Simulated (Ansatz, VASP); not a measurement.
## One calculation of Ta, two programs

```
CELL_PARAMETERS angstrom
-1.65128 1.65128 1.65128
1.65128 -1.65128 1.65128
1.65128 1.65128 -1.65128
ATOMIC_POSITIONS crystal
Ta 0.00000 0.00000 0.00000
```

Alike in both runs: functional LDA; k mesh 11 × 11 × 11; occupations fermi-dirac, width 0.01 eV; non-collinear spin, spin-orbit coupling; Hubbard terms Ta d U = 4.5 eV.

|  | VASP | Ansatz |
| --- | --- | --- |
| version | VASP 6.6.1 | Ansatz 0.2.0 |
| potentials or method | VASP PAW LDA potentials, release 64 (Ta_pv) | Ansatz PAW |
| plane-wave cutoff (eV) | 520 | 420 |
| valence electrons in the cell | 11 | 13 |
| task | single point | band structure |

Ansatz gave:

* pressure (GPa): -5.3
* net moment per atom (μB): 0.00

Q: Estimate VASP's values.

A: Pressure (GPa): 6.7; net moment per atom (μB): 0.00.

LDA's correlation is that of Perdew and Zunger in VASP and of Perdew and Wang (1992) in Ansatz. The programs project onto different local orbitals, so the same U acts differently, and such runs can settle in different states. VASP's potentials hold 11 valence electrons a cell and Ansatz's 13, so a difference there can come from the potentials and not from the codes.
